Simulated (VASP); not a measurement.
# SnC2S2N2 (P1) in VASP: notebook

The runs below take SnC2S2N2 through single point, with PBE.

Everything below comes from runs of VASP 6.6.1. Logs are shortened: lines on timing, memory, paths and dates and some standing lists are left out, and cuts for length are marked.

### 1 The cell of the first run

The typed cell holds 14 atoms: a = 5.698 Å, b = 5.058 Å, c = 10.430 Å, α = 83.61°, β = 80.34°, γ = 93.59°.

### 2 Single point, PBE

INCAR

```
PREC = Accurate
ENCUT = 520
EDIFF = 1E-7
ISMEAR = -1
SIGMA = 0.1
LREAL = False
LASPH = True
NELM = 100
ALGO = Normal
ISIF = 2
LWAVE = False
LCHARG = True
GGA = PE
LELF = True
LVHAR = True
NBANDS = 57
```

KPOINTS

```
regular mesh
0
Gamma
  3 3 2
```

POSCAR

```
SnC2S2N2
1.0
    5.6976020000     -0.0165380000     -0.0394400000
   -0.3020170000      5.0486740000     -0.0224250000
    1.8250380000      1.3178950000     10.1840030000
Sn N S C
2 4 4 4
Direct
    0.1961739630      0.1704059979      0.2513538591
    0.8111420529      0.8312318875      0.7426834829
    0.7630307345      0.0742291842      0.9156549268
    0.2101674681      0.9108807574      0.0877624944
    0.4018640018      0.8589828755      0.3571138193
    0.5835179196      0.1454168029      0.6494919452
    0.8538419220      0.7445853559      0.4060035972
    0.1328053047      0.2777811047      0.5946582186
    0.7282127002      0.3871307784      0.1237162947
    0.2787642579      0.6259370309      0.8742260877
    0.5885612748      0.8065122891      0.3734637445
    0.3975460252      0.1928538724      0.6245355548
    0.7680491870      0.1941293354      1.0042069126
    0.2519281133      0.7959800636      0.9977597117
```

Potentials or basis: VASP PAW PBE potentials, release 64 (Sn_d, N, S, C).

The run is started by

```console
cat potpaw_PBE.64/Sn_d/POTCAR potpaw_PBE.64/N/POTCAR potpaw_PBE.64/S/POTCAR potpaw_PBE.64/C/POTCAR > POTCAR
mpirun -np 1 vasp_std > vasp.out
```

OUTCAR:

```text
PREC = Accurate
   ENCUT = 520
   EDIFF = 1E-7
   ISMEAR = -1
   LREAL = False
   LASPH = True
   NELM = 100
   ISIF = 2
   GGA = PE

 ion  position               nearest neighbor table
   1  0.196  0.170  0.251-   4 2.26   5 2.31   7 2.95   9 3.17
   2  0.811  0.831  0.743-   3 2.28   6 2.34   8 2.93  10 3.17
   3  0.763  0.074  0.916-  13 1.16   2 2.28
   4  0.210  0.911  0.088-  14 1.16   1 2.26
   5  0.402  0.859  0.357-  11 1.15   1 2.31
   6  0.584  0.145  0.649-  12 1.17   2 2.34
   7  0.854  0.745  0.406-  11 1.64   1 2.95
   8  0.133  0.278  0.595-  12 1.66   2 2.93
   9  0.728  0.387  0.124-  13 1.66   1 3.17
  10  0.279  0.626  0.874-  14 1.62   2 3.17
  11  0.589  0.807  0.373-   5 1.15   7 1.64
  12  0.398  0.193  0.625-   6 1.17   8 1.66
  13  0.768  0.194  0.004-   3 1.16   9 1.66
  14  0.252  0.796  0.998-   4 1.16  10 1.62

  LATTYP: Found a triclinic cell.
 ALAT       =     5.6977625055
 B/A-ratio  =     1.3780645466
 C/A-ratio  =     2.0127748380
 COS(alpha) =     0.0309039737
 COS(beta)  =     0.3165755704
 COS(gamma) =     0.7659651338

  Lattice vectors:

 A1 = (   5.6976020000,  -0.0165380000,  -0.0394400000)
 A2 = (   5.9996190000,  -5.0652120000,  -0.0170150000)
 A3 = (   3.5705470000,   3.7142410000, -10.2458680000)

Analysis of symmetry for initial positions (statically):
=====================================================================
 Subroutine PRICEL returns:
 Original cell was already a primitive cell.

 Routine SETGRP: Setting up the symmetry group for a
 triclinic supercell.

 Subroutine GETGRP returns: Found  1 space group operations
 (whereof  1 operations were pure point group operations)
 out of a pool of  2 trial point group operations.

The static configuration has the point symmetry C_1 .

Analysis of symmetry for dynamics (positions and initial velocities):
=====================================================================
 Subroutine PRICEL returns:
 Original cell was already a primitive cell.

 Routine SETGRP: Setting up the symmetry group for a
 triclinic supercell.

 Subroutine GETGRP returns: Found  1 space group operations
 (whereof  1 operations were pure point group operations)
 out of a pool of  2 trial point group operations.

The dynamic configuration has the point symmetry C_1 .

 Subroutine INISYM returns: Found  1 space group operations
 (whereof  1 operations are pure point group operations),
 and found     1 'primitive' translations

----------------------------------------------------------------------------------------

                                     Primitive cell

  volume of cell :     293.4436

  direct lattice vectors                    reciprocal lattice vectors
     5.697602000 -0.016538000 -0.039440000     0.175315710  0.010342076 -0.032756039
    -0.302017000  5.048674000 -0.022425000     0.000396823  0.197981433 -0.025691563
     1.825038000  1.317895000 10.184003000     0.000679826  0.000476004  0.098009787

  length of vectors
     5.697762506  5.057749134 10.429838351     0.178649139  0.199641834  0.098013301

  position of ions in fractional coordinates (direct lattice)
     0.196173963  0.170405998  0.251353859
     0.811142053  0.831231888  0.742683483
     0.763030734  0.074229184  0.915654927
     0.210167468  0.910880757  0.087762494
     0.401864002  0.858982875  0.357113819
     0.583517920  0.145416803  0.649491945
     0.853841922  0.744585356  0.406003597
     0.132805305  0.277781105  0.594658219
     0.728212700  0.387130778  0.123716295
     0.278764258  0.625937031  0.874226088
     0.588561275  0.806512289  0.373463745
     0.397546025  0.192853872  0.624535555
     0.768049187  0.194129335  0.004206913
     0.251928113  0.795980064  0.997759712

  ion indices of the primitive-cell ions
   primitive index   ion index
                 1           1
                 2           2
                 3           3
                 4           4
                 5           5
                 6           6
                 7           7
                 8           8
                 9           9
                10          10
                11          11
                12          12
                13          13
                14          14

----------------------------------------------------------------------------------------

 KPOINTS: regular mesh

Automatic generation of k-mesh.
 Grid dimensions read from file:
 generate k-points for:    3    3    2

 Generating k-lattice:

  Cartesian coordinates                     Fractional coordinates (reciprocal lattice)
     0.058438570  0.003447359 -0.010918680     0.333333333 -0.000000000  0.000000000
     0.000132274  0.065993811 -0.008563854     0.000000000  0.333333333 -0.000000000
     0.000339913  0.000238002  0.049004894     0.000000000  0.000000000  0.500000000

  Length of vectors
     0.059549713  0.066547278  0.049006650

  Shift w.r.t. Gamma in fractional coordinates (k-lattice)
[... 62 lines left out ...]
   GGA     = PE    functional components
   LHFCALC =     F    Hartree Fock is set to
   AEXX    =    0.0000 exact exchange contribution
   IVDW    =     0    specifies the selected vdW correction
   LEPSILON=     F    determine dielectric tensor
   LRPA    =     F    only Hartree local field effects (RPA)
 non-spin polarized calculation
  energy-cutoff  :      520.00
  volume of cell :      293.44
 maximum number of plane-waves:      7935
 NGX is ok and might be reduce to    42
   NGX = 21   NGY = 19   NGZ = 39

 number of electron      87.9999995 magnetization

 Free energy of the ion-electron system (eV)
  ---------------------------------------------------
  ext. energy  EPLUGINS =         0.00000000
  ---------------------------------------------------
  free energy    TOTEN  =       -92.11723901 eV

  energy without entropy =      -92.11723623  energy(sigma->0) =      -92.11723762

 E-fermi :   2.6235     XC(G=0):  -8.2315

 val. band max:        1.2177615973   @ k =  -0.3333   0.3333  -0.0000
 cond. band min:       3.9554361994   @ k =   0.3333   0.0000   0.0000
 fundamental gap:      2.7376746022
 Fermi energy:         2.6234574659

 k-point     1 :       0.0000    0.0000    0.0000
  band No.  band energies     occupation
      1     -19.4800      2.00000
      2     -19.4758      2.00000
      3     -19.4652      2.00000
      4     -19.4282      2.00000
      5     -19.4217      2.00000
      6     -19.4156      2.00000
[... 48 lines left out ...]
     55       6.6555      0.00000
     56       6.8995      0.00000

 k-point     2 :       0.3333    0.0000    0.0000
  band No.  band energies     occupation
      1     -19.4809      2.00000
      2     -19.4754      2.00000
      3     -19.4652      2.00000
      4     -19.4282      2.00000
      5     -19.4228      2.00000
      6     -19.4150      2.00000
[... 48 lines left out ...]
     55       6.7463      0.00000
     56       7.0151      0.00000

 k-point     3 :      -0.0000    0.3333   -0.0000
  band No.  band energies     occupation
      1     -19.4802      2.00000
      2     -19.4759      2.00000
      3     -19.4661      2.00000
      4     -19.4283      2.00000
      5     -19.4218      2.00000
      6     -19.4162      2.00000
[... 346 lines left out ...]
 k-point     9 :       0.3333    0.3333    0.5000
  band No.  band energies     occupation
      1     -19.4811      2.00000
      2     -19.4754      2.00000
      3     -19.4661      2.00000
      4     -19.4283      2.00000
      5     -19.4229      2.00000
      6     -19.4157      2.00000
[... 48 lines left out ...]
     55       6.7425      0.00000
     56       6.9283      0.00000

 k-point    10 :      -0.3333    0.3333    0.5000
  band No.  band energies     occupation
      1     -19.4811      2.00000
      2     -19.4754      2.00000
      3     -19.4661      2.00000
      4     -19.4283      2.00000
      5     -19.4229      2.00000
      6     -19.4156      2.00000
[... 48 lines left out ...]
     55       6.8351      0.00000
     56       6.8854      0.00000
 [bands above 56 left out]

------------------------ aborting loop because EDIFF is reached ----------------------------------------

  FORCE on cell =-STRESS in cart. coord.  units (eV):
  Direction    XX          YY          ZZ          XY          YZ          ZX
  --------------------------------------------------------------------------------------
  -------------------------------------------------------------------------------------
  Total        4.5303170      1.6286846      2.3044195     -0.8329197      2.1885724      0.8898406
  in kB       24.7351532      8.8924823     12.5819385     -4.5476719     11.9494225      4.8584556
  external PRESSURE =      15.4031914 kB  Pullay stress =       0.0000000 kB

 VOLUME and BASIS-vectors are now :
 -----------------------------------------------------------------------------
  energy-cutoff  :      520.00
  volume of cell :      293.44
      direct lattice vectors                 reciprocal lattice vectors
     5.697602000 -0.016538000 -0.039440000     0.175315710  0.010342076 -0.032756039
    -0.302017000  5.048674000 -0.022425000     0.000396823  0.197981433 -0.025691563
     1.825038000  1.317895000 10.184003000     0.000679826  0.000476004  0.098009787

 POSITION                                       TOTAL-FORCE (eV/Angst)
 -----------------------------------------------------------------------------------
      1.52499      1.18834      2.54823        -0.116480     -0.264629      0.013654
      5.72594      5.16198      7.51286        -0.132133      0.471790      0.038007
      5.99613      1.56888      9.29327         0.157361     -1.564488     -1.886079
      1.08252      4.71093      0.86506         0.062883      1.993090      2.632109
      2.68198      4.80072      3.60174        -4.141530      0.822509     -0.925021
      4.46608      1.58047      6.58815         1.889619     -0.575377      0.459375
      5.38095      4.28012      4.08437        -0.361002      0.019951     -0.250401
      1.75805      2.18393      6.04453         0.857755     -0.484480      0.217566
      4.25793      2.10550      1.22252         0.271127     -0.959778     -0.557827
      2.99474      4.30768      8.87809         0.213696     -0.067427     -0.260660
      3.79139      4.55427      3.76206         4.638116     -0.604696      0.891278
      3.34662      1.79015      6.34027        -2.697928      0.693525     -0.367248
      4.32509      0.97294      0.00820        -0.548967      2.180516      2.226968
      3.01594      5.32942     10.13340        -0.092517     -1.660508     -2.231722
 -----------------------------------------------------------------------------------
    total drift:                               -0.001097      0.000948     -0.000324

  FREE ENERGIE OF THE ION-ELECTRON SYSTEM (eV)
  ---------------------------------------------------
  free  energy   TOTEN  =       -92.1172390079 eV

  energy  without entropy=      -92.1172362345  energy(sigma->0) =      -92.11723762
```

It took 3.9 min on 1 thread of AMD EPYC 7R43 (Zen 3), shared host; peak memory 0.38 GiB.

What came out:

```
Free energy            : -92.1172 eV
Pressure               : 1.5 GPa
Largest force          : 4.762 eV/Å
Band gap on the k mesh : 2.74 eV (least direct gap 2.77 eV)
```

Forces in eV/Å, atoms in the order of the input:
```
Sn  -0.116 -0.265  0.014
Sn  -0.132  0.472  0.038
N    0.157 -1.564 -1.886
N    0.063  1.993  2.632
N   -4.142  0.823 -0.925
N    1.890 -0.575  0.459
S   -0.361  0.020 -0.250
S    0.858 -0.484  0.218
S    0.271 -0.960 -0.558
S    0.214 -0.067 -0.261
C    4.638 -0.605  0.891
C   -2.698  0.694 -0.367
C   -0.549  2.181  2.227
C   -0.093 -1.661 -2.232
```

Stress tensor (GPa, compression positive):
```
 2.47 -0.45  0.49
-0.45  0.89  1.19
 0.49  1.19  1.26
```

Caveat: spin-orbit coupling is left out, which moves the levels of the heavy elements; an odd mesh through Γ misses points on the zone boundary, where band edges can lie; forces of over 1 eV/Å act on the atoms, so gaps and moduli don't describe the material at rest.

### 3 Single point, PBE

This run uses another cell than the first one, of 21.00 Å³/atom.

INCAR

```
SYSTEM = SnC2S2N2
PREC = Accurate ; ENCUT = 520
EDIFF = 1E-6 ; ISMEAR = -1
SIGMA = 0.1 ; LREAL = .False.
LASPH = .True. ; NELM = 100
ALGO = Normal ; ISIF = 2
LWAVE = .False. ; LCHARG = .False.
GGA = PE ; NBANDS = 57
```

KPOINTS

```
regular mesh
0
Gamma
  3 3 2
  0 0 0
```

POSCAR

```
SnC2S2N2
1.0
    5.7014610000     -0.0165490000     -0.0394660000
   -0.3022210000      5.0520930000     -0.0224410000
    1.8262730000      1.3187870000     10.1908990000
Sn N S C
2 4 4 4
Direct
    0.1923732376      0.1737657125      0.2527224221
    0.8130911936      0.8297822468      0.7436581994
    0.7723221747      0.0773747684      0.9102475487
    0.2212481596      0.9132169698      0.0919142935
    0.4108546622      0.8629385992      0.3503213009
    0.5887950583      0.1404924877      0.6496984395
    0.8520639926      0.7359417865      0.4045076717
    0.1364792218      0.2685949319      0.5940125427
    0.7199114777      0.3844966227      0.1257702108
    0.2815324159      0.6228945050      0.8741435210
    0.6002630493      0.8081039058      0.3715214567
    0.3984855441      0.1902910452      0.6241367863
    0.7584611313      0.2003850984      1.0024087442
    0.2502784826      0.8000378450      0.9974205553
```

Potentials or basis: VASP PAW PBE potentials, release 64 (Sn_d, N, S, C).

The run is started by

```console
cat potpaw_PBE.64/Sn_d/POTCAR potpaw_PBE.64/N/POTCAR potpaw_PBE.64/S/POTCAR potpaw_PBE.64/C/POTCAR > POTCAR
mpirun -np 1 vasp_std > vasp.out
```

Wall time 3.6 min (1 thread of AMD EPYC 7R43 (Zen 3), shared host); peak memory 0.37 GiB.

The run converged. Its results:

* Free energy: -92.3398 eV
* Pressure: -0.9 GPa
* Largest force: 1.478 eV/Å
* Band gap on the k mesh: 2.67 eV (least direct gap 2.69 eV)

Forces in eV/Å, atoms in the order of the input:
```
Sn   0.192 -0.394  0.088
Sn  -0.162  0.332 -0.028
N    0.246  0.813  1.014
N    0.038 -0.094 -0.303
N   -0.777  0.196 -0.311
N   -0.890  0.069 -0.192
S    1.449 -0.240  0.165
S    0.443 -0.245  0.112
S    0.120 -1.056 -0.967
S    0.043  0.572  0.410
C   -0.752  0.388 -0.088
C    0.517 -0.106  0.304
C   -0.450  0.043 -0.144
C   -0.016 -0.277 -0.060
```

Stress tensor (GPa, compression positive):
```
 0.50  0.13  0.13
 0.13 -1.28 -1.39
 0.13 -1.39 -1.89
```

Levels at points of the mesh, in eV from the valence-band top:
| k point | band 41 | band 42 | band 43 | band 44 | band 45 | band 46 | band 47 | band 48 |
| --- | --- | --- | --- | --- | --- | --- | --- | --- |
| (0.00, 0.00, 0.00) | -0.80 | -0.76 | -0.58 | -0.32 | 2.94 | 3.11 | 3.23 | 3.75 |
| (0.00, 0.00, 0.50) | -0.81 | -0.65 | -0.52 | -0.45 | 2.91 | 3.00 | 3.19 | 3.58 |

Caveat: spin-orbit coupling is left out, which moves the levels of the heavy elements; an odd mesh through Γ misses points on the zone boundary, where band edges can lie; forces of over 1 eV/Å act on the atoms, so gaps and moduli don't describe the material at rest.

### 4 Single point, PBE

This run uses another cell than the first one, of 21.06 Å³/atom.

INCAR

```
SYSTEM = SnC2S2N2
PREC = Accurate ; ENCUT = 520
EDIFF = 1E-7 ; ISMEAR = -1
SIGMA = 0.1 ; LREAL = .FALSE.
LASPH = .TRUE. ; NELM = 80
ALGO = Normal ; ISIF = 2
LWAVE = .FALSE. ; LCHARG = .FALSE.
GGA = PE ; NBANDS = 57
```

KPOINTS

```
regular mesh
0
G
  3 3 2
  0 0 0
```

POSCAR

```
SnC2S2N2
1.0
    5.7063740000     -0.0165630000     -0.0395000000
   -0.3024820000      5.0564460000     -0.0224600000
    1.8278470000      1.3199230000     10.1996810000
Sn N S C
2 4 4 4
Direct
    0.1944379940      0.1722154405      0.2522301687
    0.8121257807      0.8306526663      0.7431705391
    0.7669203838      0.0735577533      0.9117302259
    0.2154167917      0.9125311053      0.0905111064
    0.4031028539      0.8617742792      0.3537164557
    0.5889904895      0.1412716723      0.6502749533
    0.8516918490      0.7399713119      0.4054960722
    0.1344323686      0.2729381838      0.5944099889
    0.7239962069      0.3862115620      0.1249168638
    0.2800674496      0.6245741210      0.8742043598
    0.6011884439      0.8047725008      0.3732473725
    0.3947165038      0.1925475529      0.6232896813
    0.7638718559      0.1986683126      1.0046240690
    0.2512685923      0.7957331272      0.9961415730
```

The run is started by

```console
cat potpaw_PBE.64/Sn_d/POTCAR potpaw_PBE.64/N/POTCAR potpaw_PBE.64/S/POTCAR potpaw_PBE.64/C/POTCAR > POTCAR
mpirun -np 1 vasp_std > vasp.out
```

Wall time 4.2 min (1 thread of AMD EPYC 7R43 (Zen 3), shared host); peak memory 0.38 GiB.

It converged, with:

```yaml
Free_energy: -92.1223 eV
Pressure: -2.3 GPa
Largest_force: 5.136 eV/Å
Band_gap_on_the_k_mesh: 2.58 eV (least direct gap 2.60 eV)
```

Forces on the atoms (eV/Å):
```
Sn   0.247 -0.410 -0.027
Sn  -0.223  0.398  0.067
N    0.568  1.622  2.047
N    0.215 -0.659 -0.958
N    2.899 -0.733  0.271
N   -3.167  0.527 -0.766
S    1.856 -0.394  0.243
S    0.339 -0.249  0.073
S    0.171 -0.930 -0.699
S    0.131 -0.054 -0.259
C   -4.874  1.426 -0.767
C    2.936 -0.570  0.919
C   -0.864 -0.957 -1.508
C   -0.235  0.984  1.365
```

Stress tensor (GPa, compression positive):
```
-2.87  0.88 -0.64
 0.88 -1.72 -1.62
-0.64 -1.62 -2.45
```

Levels at points of the mesh, in eV from the valence-band top:
```
           k point  band 41  band 42  band 43  band 44  band 45  band 46  band 47  band 48
(0.00, 0.00, 0.00)    -0.79    -0.75    -0.57    -0.36     2.85     3.06     3.17     3.60
(0.00, 0.00, 0.50)    -0.81    -0.66    -0.54    -0.43     2.84     2.94     3.13     3.46
```

Caveat: spin-orbit coupling is left out, which moves the levels of the heavy elements; an odd mesh through Γ misses points on the zone boundary, where band edges can lie; forces of over 1 eV/Å act on the atoms, so gaps and moduli don't describe the material at rest.

### 5 Overview

```csv
cell,gap on the mesh (eV),pressure (GPa),largest force (eV/Å)
"a = 5.698, b = 5.058, c = 10.430 Å, angles 83.6, 80.3, 93.6°, 14 atoms, atomic positions A",2.74,1.5,4.76
"a = 5.702, b = 5.061, c = 10.437 Å, angles 83.6, 80.3, 93.6°, 14 atoms, atomic positions B",2.67,-0.9,1.48
"a = 5.707, b = 5.066, c = 10.446 Å, angles 83.6, 80.3, 93.6°, 14 atoms, atomic positions C",2.58,-2.3,5.14
```

Alike in all rows: task single point; level PBE; potentials or basis VASP PAW PBE potentials, release 64 (Sn_d, N, S, C); no spin polarisation; k mesh 3 × 3 × 2; cutoff (eV) 520; smearing fermi-dirac 0.1 eV.

Caveats: spin-orbit coupling is left out, which moves the levels of the heavy elements; an odd mesh through Γ misses points on the zone boundary, where band edges can lie; forces of over 1 eV/Å act on the atoms, so gaps and moduli don't describe the material at rest.

Total energies depend on the potentials used, so only differences within one code and one set of settings carry meaning.
